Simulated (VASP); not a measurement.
# P (R-3m) in VASP: settings compared, part 3 of 3

VASP 6.6.1. Earlier steps stand in the parts before.

### 5 Relaxation of cell and atoms, PBEsol, target pressure 30 GPa, at which the enthalpy is minimised

The input, INCAR:

```
SYSTEM = P
  ALGO = Normal
  EDIFF = 1E-6
  EDIFFG = -0.01
  ENCUT = 600
  GGA = PS
  IBRION = 2
  ISIF = 3
  ISMEAR = -1
  LASPH = .TRUE.
  LCHARG = .FALSE.
  LREAL = .FALSE.
  LWAVE = .FALSE.
  NELM = 100
  NSW = 60
  PREC = Accurate
  PSTRESS = 300.0
  SIGMA = 0.05
```

The input, KPOINTS:

```
k-points
0
G
  9 9 9
  0 0 0
```

The input, POSCAR:

```
P
1.0
    1.7257251780      0.9963478961      3.1296800121
   -1.7257251780      0.9963478961      3.1296800121
    0.0000000000     -1.9926957921      3.1296800121
P
2
Direct
    0.7729197500      0.7729197500      0.7729197500
    0.2270802500      0.2270802500      0.2270802500
```

The run is started by

```console
$ cat potpaw_PBE.64/P/POTCAR > POTCAR
$ mpirun -np 1 vasp_std > vasp.out
```

Wall time 2.3 min (1 thread of Intel Xeon 6975P-C (Granite Rapids), shared host); peak memory 0.18 GiB.

The run converged. Its results:

| Quantity | Value |
| --- | --- |
| Free energy | -11.1789 eV |
| Relaxed volume | 12.02 Å³/atom |
| Relaxed cell | a = 3.240 Å, b = 3.240 Å, c = 3.240 Å, α = 60.00°, β = 60.00°, γ = 60.00° |
| Space group after relaxing (to 0.1 Å) | Pm-3m (No. 221) |
| Energy change on relaxing (the run minimises the enthalpy) | +192.0 meV/atom |
| Ionic steps | 19 |
| Pressure after relaxing | 29.9 GPa |
| Largest force after relaxing | 0.006 eV/Å |
| Band gap on the k mesh | zero (bands 5 and 6 overlap by 3.00 eV) |

Forces on the atoms (eV/Å):
```
P    0.000  0.000 -0.006
P    0.000  0.000  0.006
```

The path:
```csv
step,energy change (eV),largest force (eV/Å),pressure (GPa),volume (Å³)
1,0.0000,0.2414,-1.76,32.29
2,3.0736,5.6503,127.84,19.52
3,0.3837,1.7591,27.36,26.05
4,0.4394,1.8741,29.96,25.73
5,0.4112,0.9674,31.04,24.41
6,0.6434,0.1159,42.99,22.91
7,0.5432,0.2670,38.91,23.34
8,0.1836,0.0055,17.78,25.42
9,0.3709,0.0784,29.52,24.13
10,0.3739,0.0809,29.70,24.11
11,0.3786,0.0758,29.85,24.08
12,0.3934,0.0531,30.45,24.00
13,0.4282,0.0675,32.42,23.82
14,0.4013,0.0254,30.84,23.95
15,0.3907,0.0062,30.25,24.01
16,0.3868,0.0008,30.03,24.03
17,0.3865,0.0002,30.02,24.03
18,0.3857,0.0018,29.97,24.03
19,0.3841,0.0059,29.89,24.04
```

Final structure:
```
P
1.0
     1.61976    0.93517    2.64532
    -1.61976    0.93517    2.64532
     0.00000   -1.87033    2.64532
P
2
Direct
  0.75013 0.75013 0.75013
  0.24987 0.24987 0.24987
```

Levels at points of the mesh, in eV from the Fermi level:
```csv
k point,band 3,band 4,band 5,band 6,band 7,band 8
"(0.00, 0.00, 0.00)",-2.36,-2.36,0.88,3.95,3.95,3.95
```

Caveat: the cell is relaxed towards a set pressure, so the run minimises the enthalpy, not the energy; the volume moved by over 15 % at a fixed basis, so the end points are rough; the PAW data sets were made with another functional, which shifts forces and pressure a little.

### 6 Single point, BHLYP

The input, POSCAR:

```
P
1.0
    1.7248042999      0.9958162269      3.1280099585
   -1.7248042999      0.9958162269      3.1280099585
    0.0000000000     -1.9916324537      3.1280099585
P
2
Direct
    0.7729197500      0.7729197500      0.7729197500
    0.2270802500      0.2270802500      0.2270802500
```

The input, INCAR.step1:

```
SYSTEM = P
  PREC = Accurate
  ENCUT = 520
  EDIFF = 1E-5
  ISMEAR = 1
  SIGMA = 0.1
  LREAL = .FALSE.
  LASPH = .TRUE.
  NELM = 80
  ALGO = Normal
  ISIF = 2
  LWAVE = .TRUE.
  LCHARG = .FALSE.
  NBANDS = 12
  GGA = PE
```

The input, INCAR.step2:

```
SYSTEM = P
  PREC = Accurate
  ENCUT = 520
  EDIFF = 1E-6
  ISMEAR = 1
  SIGMA = 0.1
  LREAL = .FALSE.
  LASPH = .TRUE.
  NELM = 80
  ALGO = Normal
  ISIF = 2
  LWAVE = .FALSE.
  LCHARG = .FALSE.
  GGA = B5
  LHFCALC = .TRUE.
  AEXX = 0.5
  ALDAX = 0.5
  AGGAX = 0.5
  AGGAC = 1.0
  ALDAC = 0.0
  PRECFOCK = Normal
  NBANDS = 12
  ISTART = 1
```

The input, KPOINTS:

```
regular mesh
0
G
  5 5 5
  0 0 0
```

Potentials or basis: VASP PAW PBE potentials, release 64 (P).

The run is started by

```console
$ cat potpaw_PBE.64/P/POTCAR > POTCAR
$ cp INCAR.step1 INCAR
$ mpirun -np 1 vasp_std > vasp.out
$ cp INCAR.step2 INCAR
$ mpirun -np 1 vasp_std > vasp.out
```

It took 8.9 min on 1 thread of Intel Xeon Platinum 8259CL at 2.50GHz (Skylake/Cascade Lake), shared host; peak memory 0.16 GiB.

Results (log left out):

```
Free energy            : -15.5251 eV
Pressure               : 2.7 GPa
Largest force          : 0.916 eV/Å
Band gap on the k mesh : zero (bands 5 and 6 overlap by 0.33 eV)
```

Forces in eV/Å, atoms in the order of the input:
```
P    0.000  0.000  0.916
P    0.000  0.000 -0.916
```

Stress tensor (GPa, compression positive):
```
1.33 0.00 0.00
0.00 1.33 0.00
0.00 0.00 5.56
```

Levels at points of the mesh, in eV from the Fermi level:
```
           k point  band 1  band 2  band 3  band 4  band 5  band 6  band 7  band 8  band 9  band 10
(0.00, 0.00, 0.00)  -22.39   -6.56   -6.16   -5.82   -5.82    2.08    3.62    3.62    7.10     7.10
```

Caveat: the k points lie up to 0.44 Å⁻¹ apart; the PAW data sets were made with another functional, which shifts forces and pressure a little.

### 7 Summary

| task | level | cell | k mesh | cutoff (eV) | smearing | grid for exact exchange (PRECFOCK) | share of exact exchange | gap on the mesh (eV) | pressure (GPa) | largest force (eV/Å) |
| --- | --- | --- | --- | --- | --- | --- | --- | --- | --- | --- |
| relaxation of cell and atoms | PBEsol | relaxed to 5 GPa from a = 3.710 Å, angles 55.4°, 2 atoms | 9 × 9 × 9 | 600 | fermi-dirac 0.05 eV | - | - | none | 5.1 | 0.01 |
| relaxation of cell and atoms | PBEsol | relaxed to 10 GPa from a = 3.710 Å, angles 55.4°, 2 atoms | 9 × 9 × 9 | 600 | fermi-dirac 0.05 eV | - | - | none | 10.0 | 0.01 |
| relaxation of cell and atoms | PBEsol | relaxed to 20 GPa from a = 3.710 Å, angles 55.4°, 2 atoms | 9 × 9 × 9 | 600 | fermi-dirac 0.05 eV | - | - | none | 20.0 | - |
| relaxation of cell and atoms | PBEsol | relaxed to 30 GPa from a = 3.710 Å, angles 55.4°, 2 atoms | 9 × 9 × 9 | 600 | fermi-dirac 0.05 eV | - | - | none | 29.9 | 0.01 |
| single point | BHLYP | a = 3.708 Å, angles 55.4°, 2 atoms | 5 × 5 × 5 | 520 | methfessel-paxton 0.1 eV | Normal | 0.5 | none | 2.7 | 0.92 |

Alike in all rows: potentials or basis VASP PAW PBE potentials, release 64 (P); no spin polarisation.

Caveats: some runs use coarse meshes; the PAW data sets were made with another functional, which shifts forces and pressure a little; the cell is relaxed towards a set pressure, so the run minimises the enthalpy, not the energy (at least some runs); the volume moved by over 15 % at a fixed basis, so the end points are rough (at least some runs).

Total energies depend on the potentials used, so only differences within one code and one set of settings carry meaning.
